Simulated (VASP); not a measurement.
# KMgF3 (P4/mmm) in VASP: a series of runs

Runs on KMgF3. Level: PBE. Tasks: single point.

Everything below comes from runs of VASP 6.6.1. Logs are shortened: lines on timing, memory, paths and dates and some standing lists are left out, and cuts for length are marked.

## Step 1: The cell of the first run

It takes space group P4/mmm (No. 123, tetragonal). The conventional cell has a = 3.986 Å, b = 3.986 Å, c = 4.145 Å, α = 90.00°, β = 90.00°, γ = 90.00°. Within 3.7 Å of K (site symmetry 4/mmm) lie 12 F at 2.82 to 2.88 Å and 8 Mg at 3.50 Å. Mg (site symmetry 4/mmm) has 6 F at 1.99 to 2.07 Å within 2.6 Å. F (site symmetry mmm) has 2 Mg at 1.99 Å within 2.6 Å. Within 2.7 Å of F (site symmetry 4/mmm) lie 2 Mg at 2.07 Å.

## Step 2: Single point, PBE (strain +0.000 along x and y, +0.040 along z)

File INCAR:

```
SYSTEM = KMgF3
PREC = Accurate
ENCUT = 520
EDIFF = 1E-7
ISMEAR = 0
SIGMA = 0.05
LREAL = .FALSE.
LASPH = .TRUE.
NELM = 80
ALGO = Normal
ISIF = 2
LWAVE = .FALSE.
LCHARG = .TRUE.
GGA = PE
LELF = .TRUE.
LVHAR = .TRUE.
NBANDS = 24
```

File KPOINTS:

```
Automatic mesh
0
G
  6 6 6
  0 0 0
```

File POSCAR:

```
KMgF3
1.0
    3.9859000000      0.0000000000      0.0000000000
    0.0000000000      3.9859000000      0.0000000000
    0.0000000000      0.0000000000      4.1453360000
K Mg F
1 1 3
Direct
    0.5000000000      0.5000000000      0.5000000000
    0.0000000000      0.0000000000      0.0000000000
    0.5000000000      0.0000000000      0.0000000000
    0.0000000000      0.5000000000      0.0000000000
    0.0000000000      0.0000000000      0.5000000000
```

Potentials or basis: VASP PAW PBE potentials, release 64 (K_sv, Mg, F).

Command:

```bash
> cat potpaw_PBE.64/K_sv/POTCAR potpaw_PBE.64/Mg/POTCAR potpaw_PBE.64/F/POTCAR > POTCAR
> mpirun -np 1 vasp_std > vasp.out
```

OUTCAR:

```text
SYSTEM = KMgF3
   PREC = Accurate
   ENCUT = 520
   EDIFF = 1E-7
   ISMEAR = 0
   LREAL = .FALSE.
   LASPH = .TRUE.
   NELM = 80
   ISIF = 2
   GGA = PE

 ion  position               nearest neighbor table
   1  0.500  0.500  0.500-   5 2.82   5 2.82   5 2.82   5 2.82   2 3.50   2 3.50   2 3.50   2 3.50
                             2 3.50   2 3.50   2 3.50   2 3.50
   2  0.000  0.000  0.000-   3 1.99   4 1.99   4 1.99   3 1.99   5 2.07   5 2.07   1 3.50   1 3.50
                             1 3.50   1 3.50   1 3.50   1 3.50   1 3.50   1 3.50
   3  0.500  0.000  0.000-   2 1.99   2 1.99
   4  0.000  0.500  0.000-   2 1.99   2 1.99
   5  0.000  0.000  0.500-   2 2.07   2 2.07   1 2.82   1 2.82   1 2.82   1 2.82

  LATTYP: Found a simple tetragonal cell.
 ALAT       =     3.9859000000
 C/A-ratio  =     1.0400000000

  Lattice vectors:

 A1 = (   3.9859000000,   0.0000000000,   0.0000000000)
 A2 = (   0.0000000000,   3.9859000000,   0.0000000000)
 A3 = (   0.0000000000,   0.0000000000,   4.1453360000)

Analysis of symmetry for initial positions (statically):
=====================================================================
 Subroutine PRICEL returns:
 Original cell was already a primitive cell.

 Routine SETGRP: Setting up the symmetry group for a
 simple tetragonal supercell.

 Subroutine GETGRP returns: Found 16 space group operations
 (whereof 16 operations were pure point group operations)
 out of a pool of 16 trial point group operations.

The static configuration has the point symmetry D_4h.

Analysis of symmetry for dynamics (positions and initial velocities):
=====================================================================
 Subroutine PRICEL returns:
 Original cell was already a primitive cell.

 Routine SETGRP: Setting up the symmetry group for a
 simple tetragonal supercell.

 Subroutine GETGRP returns: Found 16 space group operations
 (whereof 16 operations were pure point group operations)
 out of a pool of 16 trial point group operations.

The dynamic configuration has the point symmetry D_4h.

 Subroutine INISYM returns: Found 16 space group operations
 (whereof 16 operations are pure point group operations),
 and found     1 'primitive' translations

----------------------------------------------------------------------------------------

                                     Primitive cell

  volume of cell :      65.8586

  direct lattice vectors                    reciprocal lattice vectors
     3.985900000  0.000000000  0.000000000     0.250884367  0.000000000  0.000000000
     0.000000000  3.985900000  0.000000000     0.000000000  0.250884367  0.000000000
     0.000000000  0.000000000  4.145336000     0.000000000  0.000000000  0.241234969

  length of vectors
     3.985900000  3.985900000  4.145336000     0.250884367  0.250884367  0.241234969

  position of ions in fractional coordinates (direct lattice)
     0.500000000  0.500000000  0.500000000
     0.000000000  0.000000000  0.000000000
     0.500000000  0.000000000  0.000000000
     0.000000000  0.500000000  0.000000000
     0.000000000  0.000000000  0.500000000

  ion indices of the primitive-cell ions
   primitive index   ion index
                 1           1
                 2           2
                 3           3
                 4           4
                 5           5

----------------------------------------------------------------------------------------

 KPOINTS: Automatic mesh

Automatic generation of k-mesh.
 Grid dimensions read from file:
 generate k-points for:    6    6    6

 Generating k-lattice:

  Cartesian coordinates                     Fractional coordinates (reciprocal lattice)
     0.041814061  0.000000000  0.000000000     0.166666667  0.000000000  0.000000000
     0.000000000  0.041814061  0.000000000     0.000000000  0.166666667  0.000000000
     0.000000000  0.000000000  0.040205828     0.000000000  0.000000000  0.166666667

  Length of vectors
     0.041814061  0.041814061  0.040205828

  Shift w.r.t. Gamma in fractional coordinates (k-lattice)
     0.000000000  0.000000000  0.000000000

 Subroutine IBZKPT returns following result:
 ===========================================

 Found     40 irreducible k-points:

 Following reciprocal coordinates:
            Coordinates               Weight
  0.000000  0.000000  0.000000      1.000000
  0.166667  0.000000  0.000000      4.000000
  0.333333  0.000000  0.000000      4.000000
  0.500000  0.000000  0.000000      2.000000
  0.166667  0.166667  0.000000      4.000000
  0.333333  0.166667  0.000000      8.000000
[... 16 lines left out ...]
  0.333333  0.000000  0.333333      8.000000
  0.500000  0.000000  0.333333      4.000000
 [... further k-points ...]
   k-points           NKPTS =     40   k-points in BZ     NKDIM =     40   number of bands    NBANDS=     24
   number of dos      NEDOS =    301   number of ions     NIONS =      5
   total plane-waves  NPLWV =  28800
   dimension x,y,z NGX =    30 NGY =   30 NGZ =   32
   dimension x,y,z NGXF=    60 NGYF=   60 NGZF=   64
   ions per type =               1   1   3
   NGX,Y,Z   is equivalent  to a cutoff of  12.51, 12.51, 12.83 a.u.
   NGXF,Y,Z  is equivalent  to a cutoff of  25.03, 25.03, 25.67 a.u.
 SYSTEM =  KMgF3
   PREC   = accura    normal or accurate (medium, high low for compatibility)
   ISTART =      0    job   : 0-new  1-cont  2-samecut
   ICHARG =      2    charge: 1-file 2-atom 10-const
   ISPIN  =      1    spin polarized calculation?
   LNONCOLLINEAR =      F non collinear calculations
   LSORBIT =      F    spin-orbit coupling
   LASPH  =      T    aspherical Exc in radial PAW
   ENCUT  =  520.0 eV  38.22 Ry    6.18 a.u.   7.41  7.41  7.71*2*pi/ulx,y,z
   NELM   =     80;   NELMIN=  2; NELMDL= -5     # of ELM steps
   EDIFF  = 0.1E-06   stopping-criterion for ELM
   LREAL  =      F    real-space projection
   EDIFFG = 0.1E-05   stopping-criterion for IOM
   NSW    =      0    number of steps for IOM
   IBRION =     -1    ionic relax: 0-MD 1-quasi-New 2-CG
   NFREE  =      0    steps in history (QN), initial steepest desc. (CG)
   ISIF   =      2    stress and relaxation
   ISYM   =      2    0-nonsym 1-usesym 2-fastsym
   POTIM  = 0.5000    time-step for ionic-motion
   TEBEG  =    0.0;   TEEND  =   0.0 temperature during run
   PSTRESS=    0.0 pullay stress
   NELECT =      32.0000    total number of electrons
   NUPDOWN=      -1.0000    fix difference up-down
   EMIN   =  10.00;   EMAX   =-10.00  energy-range for DOS
   EFERMI =   0.00;   METHOD = LEGACY
   ISMEAR =     0;   SIGMA  =   0.05  broadening in eV -4-tet -1-fermi 0-gaus
   EFERMI_NEDOS =   21; number of points for ismear=-14 and -15
   IALGO  =     38    algorithm
   IMIX   =      4    mixing-type and parameters
     AMIX     =   0.40;   BMIX     =  1.00
     AMIX_MAG =   1.60;   BMIX_MAG =  1.00
  volume/ion in A,a.u.               =      13.17        88.89
  Fermi-wavevector in a.u.,A,eV,Ry     =   1.287026  2.432126 22.537178  1.656436
  Thomas-Fermi vector in A             =   2.419065
   LORBIT       =      0    0 simple, 1 ext, 2 COOP (PROOUT), +10 PAW based schemes
   GGA     = PE    functional components
   LHFCALC =     F    Hartree Fock is set to
   AEXX    =    0.0000 exact exchange contribution
   IVDW    =     0    specifies the selected vdW correction
   LEPSILON=     F    determine dielectric tensor
   LRPA    =     F    only Hartree local field effects (RPA)
 non-spin polarized calculation
 Gauss-broadening in eV      SIGMA  =   0.05
  energy-cutoff  :      520.00
  volume of cell :       65.86
 maximum number of plane-waves:      1792
 NGX is ok and might be reduce to    30
   NGX = 15   NGY = 15   NGZ = 15

 number of electron      31.9999971 magnetization

 Free energy of the ion-electron system (eV)
  ---------------------------------------------------
  ext. energy  EPLUGINS =         0.00000000
  ---------------------------------------------------
  free energy    TOTEN  =       -24.43069966 eV

  energy without entropy =      -24.43069966  energy(sigma->0) =      -24.43069966

 E-fermi :  -1.5196     XC(G=0):  -9.4900

 val. band max:       -1.7763045897   @ k =   0.5000   0.5000   0.5000
 cond. band min:       5.2168925522   @ k =   0.0000   0.0000   0.0000
 fundamental gap:      6.9931971418
 Fermi energy:        -1.5196240899

 k-point     1 :       0.0000    0.0000    0.0000
  band No.  band energies     occupation
      1     -27.5297      2.00000
      2     -21.8360      2.00000
      3     -21.2628      2.00000
      4     -21.1382      2.00000
      5     -11.0387      2.00000
      6     -11.0043      2.00000
[... 16 lines left out ...]
     23      11.7764      0.00000
     24      14.1913      0.00000

 k-point     2 :       0.1667    0.0000    0.0000
  band No.  band energies     occupation
      1     -27.5235      2.00000
      2     -21.8017      2.00000
      3     -21.2920      2.00000
      4     -21.1448      2.00000
      5     -11.0260      2.00000
      6     -11.0073      2.00000
[... 16 lines left out ...]
     23      11.7818      0.00000
     24      14.2323      0.00000

 k-point     3 :       0.3333    0.0000    0.0000
  band No.  band energies     occupation
      1     -27.5111      2.00000
      2     -21.7136      2.00000
      3     -21.3773      2.00000
      4     -21.1510      2.00000
      5     -11.0133      2.00000
      6     -11.0002      2.00000
[... 16 lines left out ...]
     23      11.8442      0.00000
     24      14.3236      0.00000
[... 514 lines left out ...]
 k-point    23 :       0.3333    0.0000    0.3333
  band No.  band energies     occupation
      1     -27.5004      2.00000
      2     -21.6423      2.00000
      3     -21.3705      2.00000
      4     -21.2229      2.00000
      5     -11.0619      2.00000
      6     -11.0238      2.00000
[... 16 lines left out ...]
     23      12.1103      0.00000
     24      12.6352      0.00000

 k-point    24 :       0.5000    0.0000    0.3333
  band No.  band energies     occupation
      1     -27.4952      2.00000
      2     -21.5447      2.00000
      3     -21.4607      2.00000
      4     -21.2248      2.00000
      5     -11.0676      2.00000
      6     -11.0495      2.00000
[... 16 lines left out ...]
     23      12.4396      0.00000
     24      12.6485      0.00000

 [... further k-points ...]
[... 5 lines left out ...]
  --------------------------------------------------------------------------------------
  -------------------------------------------------------------------------------------
  Total        0.6700155      0.6700155     -0.6629452      0.0000000      0.0000000      0.0000000
  in kB       16.2998237     16.2998237    -16.1278203      0.0000000      0.0000000      0.0000000
  external PRESSURE =       5.4906091 kB  Pullay stress =       0.0000000 kB

 VOLUME and BASIS-vectors are now :
 -----------------------------------------------------------------------------
  energy-cutoff  :      520.00
  volume of cell :       65.86
      direct lattice vectors                 reciprocal lattice vectors
     3.985900000  0.000000000  0.000000000     0.250884367  0.000000000  0.000000000
     0.000000000  3.985900000  0.000000000     0.000000000  0.250884367  0.000000000
     0.000000000  0.000000000  4.145336000     0.000000000  0.000000000  0.241234969

 POSITION                                       TOTAL-FORCE (eV/Angst)
 -----------------------------------------------------------------------------------
      1.99295      1.99295      2.07267         0.000000      0.000000      0.000000
      0.00000      0.00000      0.00000         0.000000      0.000000      0.000000
      1.99295      0.00000      0.00000         0.000000      0.000000      0.000000
      0.00000      1.99295      0.00000         0.000000      0.000000      0.000000
      0.00000      0.00000      2.07267         0.000000      0.000000      0.000000
 -----------------------------------------------------------------------------------
    total drift:                                0.000000     -0.000000      0.000000

  FREE ENERGIE OF THE ION-ELECTRON SYSTEM (eV)
  ---------------------------------------------------
  free  energy   TOTEN  =       -24.4306996558 eV

  energy  without entropy=      -24.4306996558  energy(sigma->0) =      -24.43069966
```

It took 55 s on 1 thread of Intel Xeon Platinum 8259CL at 2.50GHz (Skylake/Cascade Lake), shared host; peak memory 0.21 GiB.

What came out:

* Free energy: -24.4307 eV
* Pressure: 0.5 GPa
* Band gap on the k mesh: 6.99 eV (least direct gap 7.33 eV)

Levels at points of the mesh, in eV from the valence-band top:
| k point | band 14 | band 15 | band 16 | band 17 | band 18 | band 19 |
| --- | --- | --- | --- | --- | --- | --- |
| (0.00, 0.00, 0.00) | -0.34 | -0.33 | -0.33 | 6.99 | 9.93 | 10.09 |
| (0.50, 0.00, 0.00) | -0.82 | -0.52 | -0.51 | 9.90 | 10.05 | 11.09 |
| (0.50, 0.50, 0.00) | -0.76 | -0.76 | -0.01 | 10.69 | 11.61 | 12.35 |
| (0.00, 0.00, 0.50) | -0.71 | -0.53 | -0.53 | 9.75 | 9.98 | 10.82 |
| (0.50, 0.00, 0.50) | -0.94 | -0.88 | -0.05 | 10.64 | 11.42 | 12.13 |
| (0.50, 0.50, 0.50) | -0.03 | -0.03 | 0.00 | 10.26 | 10.27 | 10.27 |

Caveat: the cell differs from its parent crystal (strain +0.000 along x and y, +0.040 along z). A k mesh can miss the band edges.

(Continued in part 2 of 2.)
